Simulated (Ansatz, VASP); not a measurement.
# Two plane-wave programs on Tl

```
Tl
1.0
     3.13944    0.00000    0.00000
     0.00000    3.13944    0.00000
     0.00000    0.00000    3.13944
Tl
1
Cartesian
  0.0000 0.0000 0.0000
```

Alike in both runs: functional PBEsol; k mesh 10 × 10 × 10; occupations fermi-dirac, width 0.1 eV; no spin polarisation.

Ansatz relaxed the structure, and its values are those at the end. VASP's run is a single point on that final structure, the one shown.

```csv
,VASP,Ansatz
version,VASP 6.6.1,Ansatz 0.2.0
potentials or method,"VASP PAW PBE potentials, release 64 (Tl_d), cutoff 520 eV","plane waves (420 eV) with PAW, scalar-relativistic"
valence electrons in the cell,13,13
```

```tsv
	VASP	Ansatz	Ansatz less VASP
pressure (GPa)	0.0	0.0	+0.04
```

VASP's potentials were made for PBE, not for PBEsol, and Ansatz warns of the same on its side.

Spin-orbit coupling is off throughout.
